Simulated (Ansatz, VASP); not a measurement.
One calculation of LiCl, two programs

POSCAR

```
LiCl
1.0
    0.0000000000      2.5647700000      2.5647700000
    2.5647700000      0.0000000000      2.5647700000
    2.5647700000      2.5647700000      0.0000000000
Cl Li
1 1
Direct
    0.5000000000      0.5000000000      0.5000000000
    0.0000000000      0.0000000000      0.0000000000
```

INCAR.step1

```
  PREC = Accurate
  ENCUT = 600
  EDIFF = 1E-5
  ISMEAR = -1
  SIGMA = 0.05
  LREAL = F
  LASPH = T
  NELM = 80
  ALGO = Normal
  LWAVE = T
  LCHARG = F
  GGA = PE
  NBANDS = 12
```

The input INCAR.step2:

```
  PREC = Accurate
  ENCUT = 600
  EDIFF = 1E-6
  ISMEAR = -1
  SIGMA = 0.05
  LREAL = F
  LASPH = T
  NELM = 80
  ALGO = Normal
  ISIF = 3
  LWAVE = F
  LCHARG = F
  GGA = PE
  LHFCALC = T
  AEXX = 1.0
  ALDAC = 0.0
  AGGAC = 0.0
  PRECFOCK = Normal
  IBRION = 2
  NSW = 60
  EDIFFG = -0.01
  ISTART = 1
```

KPOINTS

```
Automatic mesh
0
Gamma
  5 5 5
```

Contents of input.yaml:

```yaml
crystal:
  lattice:
    - [0.0, 2.56477, 2.56477]
    - [2.56477, 0.0, 2.56477]
    - [2.56477, 2.56477, 0.0]
  atoms:
    - { symbol: Cl, position: [0.5, 0.5, 0.5] }
    - { symbol: Li, position: [0.0, 0.0, 0.0] }
hamiltonian:
  xc: hf
  pseudopotentials: { kind: paw }
kpoints:
  mp_grid: { grid: [5, 5, 5] }
scf:
  occupations: { method: fermi_dirac, width: 0.05 }
output:
  forces: true
  stress: true
relax:
  f_tol: 0.01
  max_steps: 40
  cell: { stress_tol: 0.05 }
```

Alike in both runs: task relaxation of cell and atoms; functional HF; k mesh 5 × 5 × 5; occupations fermi-dirac, width 0.05 eV; no spin polarisation.

```csv
,VASP,Ansatz
version,VASP 6.6.1,Ansatz 0.2.0
potentials or method,"VASP PAW PBE potentials, release 64 (Cl, Li_sv)",Ansatz PAW
plane-wave cutoff (eV),600,420
valence electrons in the cell,10,10
```

VASP gave:

```
gap on the k mesh at the Fermi level, each at its own relaxed structure (eV) : 14.73
relaxed volume (Å³/atom)                                                     : 18.07
relaxed cell length with the largest relative difference (Å)                 : 3.711
```

**Question.** Estimate Ansatz's values.

**Answer.** gap on the k mesh at the Fermi level, each at its own relaxed structure (eV): 14.67; relaxed volume (Å³/atom): 18.22; relaxed cell length with the largest relative difference (Å): 3.721.

VASP's potentials were made for PBE, not for HF.

The k mesh is coarse, so the values compare programs but aren't converged. Noted on VASP's run: the cutoff is short for stress, so the pressure is rough. Noted on Ansatz's run: odd divisions of the mesh miss points on the zone boundary, where band edges often lie, so the gap on the mesh can be too wide; the plane-wave basis is chosen anew once the cell has moved, so the energies of steps on either side of that aren't comparable.
